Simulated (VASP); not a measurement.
A run of VASP 6.6.1 is set up as follows.

File INCAR:

```
SYSTEM = B6P8C
PREC = Accurate
ENCUT = 520
EDIFF = 1E-6
ISMEAR = -1
SIGMA = 0.05
LREAL = .FALSE.
LASPH = .TRUE.
NELM = 200
ALGO = Normal
ISIF = 2
LWAVE = .FALSE.
LCHARG = .TRUE.
ISPIN = 2
MAGMOM = 0 0 0 0 0 0 0.286 0.286 0.286 0.286 0.286 0 0.286 0 0.286
LORBIT = 11
GGA = PS
IVDW = 13
LELF = .TRUE.
LVHAR = .TRUE.
NBANDS = 48
GGA_COMPAT = .FALSE.
```

Contents of KPOINTS:

```
Automatic mesh
0
Gamma
  2 2 2
  0.5 0.5 0.5
```

POSCAR

```
B6P8C
1.0
    0.0000000000      4.5201890000      4.5201890000
    4.5201890000      0.0000000000      4.5201890000
    4.5201890000      4.5201890000      0.0000000000
B C P
6 1 8
Direct
    0.0033000000      0.9928090000      0.0018630000
    0.4972290000      0.5005440000      0.9977390000
    0.0017410000      0.4976230000      0.0020810000
    0.4971640000      0.9988070000      0.5010990000
    0.5024110000      0.0046670000      0.9997730000
    0.9966600000      0.4979870000      0.5046820000
    0.4972320000      0.5025500000      0.4981540000
    0.1211150000      0.1286920000      0.1267400000
    0.6256910000      0.6265040000      0.6207270000
    0.1309550000      0.1263920000      0.6250070000
    0.6241100000      0.6242690000      0.1291140000
    0.1262030000      0.6254900000      0.1271690000
    0.6255460000      0.1229180000      0.6210450000
    0.6167070000      0.1312270000      0.1306470000
    0.1168470000      0.6274960000      0.6316200000
```

Potentials or basis: VASP PAW PBE potentials, release 64 (B, C, P).

Launch:

```console
$ cat potpaw_PBE.64/B/POTCAR potpaw_PBE.64/C/POTCAR potpaw_PBE.64/P/POTCAR > POTCAR
$ mpirun -np 1 vasp_std > vasp.out
```

**Question.** Predict the dispersion energy per atom.

**Answer.** -0.194 eV.

**Question.** What does it give for the net moment?

**Answer.** 0.00 μB per cell.

Stress tensor (GPa, compression positive):
```
-7.15 -2.39  0.68
-2.39 -5.76 -0.33
 0.68 -0.33 -8.22
```

Caveat: the k points lie up to 0.60 Å⁻¹ apart; the PAW data sets were made with another functional, which shifts forces and pressure a little.
